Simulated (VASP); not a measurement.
# Mo (Im-3m) in VASP: a series of runs, part 2 of 2

VASP 6.6.1.

### Step 5. Relaxation of cell and atoms, PBEsol

Contents of INCAR:

```
PREC     = Accurate       # precision mode
ENCUT    = 600            # plane-wave cutoff, eV
EDIFF    = 1E-6           # SCF threshold, eV
ISMEAR   = 0              # smearing method
SIGMA    = 0.1            # smearing width, eV
LREAL    = False          # projectors in reciprocal space
LASPH    = True           # aspherical terms in the spheres
NELM     = 100            # most SCF steps
ALGO     = Normal         # electronic algorithm
ISIF     = 3              # what is computed and relaxed
LWAVE    = False          # write WAVECAR
LCHARG   = False          # write CHGCAR
GGA      = PS             # functional
IBRION   = 2              # ionic algorithm
NSW      = 100            # ionic steps
EDIFFG   = -0.01          # ionic threshold
```

Contents of KPOINTS:

```
Automatic mesh
0
Gamma
  24 24 24
```

Contents of POSCAR:

```
Mo
1.0
   -1.5650827140      1.5650827140      1.5650827140
    1.5650827140     -1.5650827140      1.5650827140
    1.5650827140      1.5650827140     -1.5650827140
Mo
1
Direct
    0.0000000000      0.0000000000      0.0000000000
```

Potentials or basis: VASP PAW PBE potentials, release 64 (Mo_sv).

The run is started by

```console
$ cat potpaw_PBE.64/Mo_sv/POTCAR > POTCAR
$ mpirun -np 1 vasp_std > vasp.out
```

OUTCAR:

```text
PREC = Accurate
   ENCUT = 600
   EDIFF = 1E-6
   ISMEAR = 0
   LREAL = False
   LASPH = True
   NELM = 100
   ISIF = 3
   GGA = PS
   IBRION = 2
   NSW = 100
   EDIFFG = -0.01

 ion  position               nearest neighbor table
   1  0.000  0.000  0.000-

  LATTYP: Found a body centered cubic cell.
 ALAT       =     3.1301654280

  Lattice vectors:

 A1 = (  -1.5650827140,   1.5650827140,   1.5650827140)
 A2 = (   1.5650827140,  -1.5650827140,   1.5650827140)
 A3 = (   1.5650827140,   1.5650827140,  -1.5650827140)

Analysis of symmetry for initial positions (statically):
=====================================================================
 Subroutine PRICEL returns:
 Original cell was already a primitive cell.

 Routine SETGRP: Setting up the symmetry group for a
 body centered cubic supercell.

 Subroutine GETGRP returns: Found 48 space group operations
 (whereof 48 operations were pure point group operations)
 out of a pool of 48 trial point group operations.

The static configuration has the point symmetry O_h .

Analysis of symmetry for dynamics (positions and initial velocities):
=====================================================================
 Subroutine PRICEL returns:
 Original cell was already a primitive cell.

 Routine SETGRP: Setting up the symmetry group for a
[... 223 lines left out ...]

 number of electron      14.0000001 magnetization

 Free energy of the ion-electron system (eV)
  ---------------------------------------------------
  ext. energy  EPLUGINS =         0.00000000
  ---------------------------------------------------
  free energy    TOTEN  =       -11.77958239 eV

  energy without entropy =      -11.77611582  energy(sigma->0) =      -11.77784910

 E-fermi :  12.8044     XC(G=0): -13.6311

 val. band max:       12.8015722469   @ k =  -0.1250   0.1250   0.1250
 cond. band min:      12.8124540301   @ k =  -0.2917   0.3750   0.1667
 fundamental gap:      0.0108817832
 Fermi energy:        12.8043806367

 k-point     1 :       0.0000    0.0000    0.0000
  band No.  band energies     occupation
      1     -48.4397      2.00000
      2     -21.6843      2.00000
      3     -21.6843      2.00000
      4     -21.6843      2.00000
      5       5.4137      2.00000
      6      11.3544      2.00000
      7      11.3544      2.00000
      8      11.3544      2.00000
      9      14.4376      0.00000
     10      14.4376      0.00000
     11      27.5926      0.00000
[... 309 lines left out ...]
 k-point    24 :       0.4583    0.0417    0.0000
  band No.  band energies     occupation
      1     -48.1525      2.00000
      2     -23.1637      2.00000
      3     -22.1639      2.00000
      4     -21.7085      2.00000
      5       7.3571      2.00000
      6       9.2825      2.00000
      7      14.0001      0.00000
      8      14.4793      0.00000
      9      15.3493      0.00000
     10      17.7637      0.00000
     11      24.6553      0.00000

 [... further k-points ...]

------------------------ aborting loop because EDIFF is reached ----------------------------------------

  FORCE on cell =-STRESS in cart. coord.  units (eV):
  Direction    XX          YY          ZZ          XY          YZ          ZX
  --------------------------------------------------------------------------------------
  -------------------------------------------------------------------------------------
  Total       -0.0007354     -0.0007354     -0.0007354     -0.0000000      0.0000000     -0.0000000
  in kB       -0.0767479     -0.0767479     -0.0767479     -0.0000000      0.0000000     -0.0000000
  external PRESSURE =      -0.0767479 kB  Pullay stress =       0.0000000 kB
[... 16 lines left out ...]
  FREE ENERGIE OF THE ION-ELECTRON SYSTEM (eV)
  ---------------------------------------------------
  free  energy   TOTEN  =       -11.7795823898 eV

  energy  without entropy=      -11.7761158197  energy(sigma->0) =      -11.77784910

 reached required accuracy - stopping structural energy minimisation
```

OSZICAR:

```text
N       E                     dE             d eps       ncg     rms          rms(c)
DAV:   1     0.101183480869E+03    0.10118E+03   -0.89773E+03  9134   0.146E+03
DAV:   2    -0.109661359042E+02   -0.11215E+03   -0.10846E+03  9818   0.367E+02
DAV:   3    -0.125308038279E+02   -0.15647E+01   -0.15505E+01 10549   0.430E+01
DAV:   4    -0.125352454134E+02   -0.44416E-02   -0.44402E-02  9913   0.263E+00
[... 16 lines left out ...]
DAV:   1    -0.117813085296E+02   -0.18608E-02   -0.43388E-02  9536   0.299E+00    0.484E-01
DAV:   2    -0.117796842595E+02    0.16243E-02   -0.34061E-03  9455   0.745E-01    0.788E-02
DAV:   3    -0.117795669192E+02    0.11734E-03   -0.48779E-04  9896   0.278E-01    0.732E-02
DAV:   4    -0.117795822436E+02   -0.15324E-04   -0.90631E-06  9523   0.356E-02    0.265E-03
DAV:   5    -0.117795823898E+02   -0.14625E-06   -0.71435E-07  6064   0.107E-02
   3 F= -.11779582E+02 E0= -.11777849E+02  d E =-.155213E-04
```

CONTCAR:

```text
Mo
   1.00000000000000
    -1.5656583914801618    1.5656583914801618    1.5656583914801618
     1.5656583914801618   -1.5656583914801618    1.5656583914801618
     1.5656583914801618    1.5656583914801618   -1.5656583914801618
  Mo
     1
Direct
     0.0000000000000000    0.0000000000000000    0.0000000000000000

  0.00000000E+00  0.00000000E+00  0.00000000E+00
```

It took 61 s on 1 thread of Intel Xeon 6975P-C, shared host; peak memory 0.22 GiB.

What came out:

```yaml
Free_energy: -11.7796 eV
Relaxed_volume: 15.35 Å³/atom
Relaxed_cell: a = 2.712 Å, b = 2.712 Å, c = 2.712 Å, α = 109.47°, β = 109.47°, γ = 109.47°
Space_group_after_relaxing_to_0.05_Å: Im-3m (No. 229)
Energy_gained_by_relaxing: 0.0 meV/atom
Ionic_steps: 3
Pressure_after_relaxing: 0.0 GPa
Band_gap_on_the_k_mesh: zero (band 7 reaches 16.87 eV, above the bottom of band 8 at 11.35 eV)
```

Final structure:
```yaml
crystal:
  lattice:
    - [-1.56566, 1.56566, 1.56566]
    - [1.56566, -1.56566, 1.56566]
    - [1.56566, 1.56566, -1.56566]
  atoms:
    - { symbol: Mo, position: [0.00000, 0.00000, 0.00000] }
```

Levels at points of the mesh, in eV from the Fermi level:
```
           k point  band 5  band 6  band 7  band 8  band 9  band 10
(0.00, 0.00, 0.00)   -7.39   -1.45   -1.45   -1.45    1.63     1.63
(0.50, 0.00, 0.00)   -5.51   -3.55    1.63    1.68    2.32     4.86
(0.50, 0.50, 0.50)   -5.66   -5.66    4.07    4.07    4.07     9.12
```

Caveat: the PAW data sets were made with another functional, which shifts forces and pressure a little.

### Step 6. The runs side by side

```tsv
task	cell	k mesh	cutoff (eV)	gap on the mesh (eV)	pressure (GPa)	relaxed volume (Å³/atom)
single point	a = 2.710 Å, angles 109.5°, 1 atom	18 × 18 × 18	520	none	0.5	-
relaxation of cell and atoms	relaxed from a = 2.712 Å, angles 109.5°, 1 atom	18 × 18 × 18	600	none	0.0	15.35
single point	a = 2.710 Å, angles 109.5°, 1 atom	24 × 24 × 24	520	none	0.6	-
relaxation of cell and atoms	relaxed from a = 2.711 Å, angles 109.5°, 1 atom	24 × 24 × 24	600	none	0.0	15.35
```

Alike in all rows: level PBEsol; potentials or basis VASP PAW PBE potentials, release 64 (Mo_sv); no spin polarisation; smearing gaussian 0.1 eV.

Caveats: the PAW data sets were made with another functional, which shifts forces and pressure a little.

Absolute energies hang on the potentials; compare differences alone.
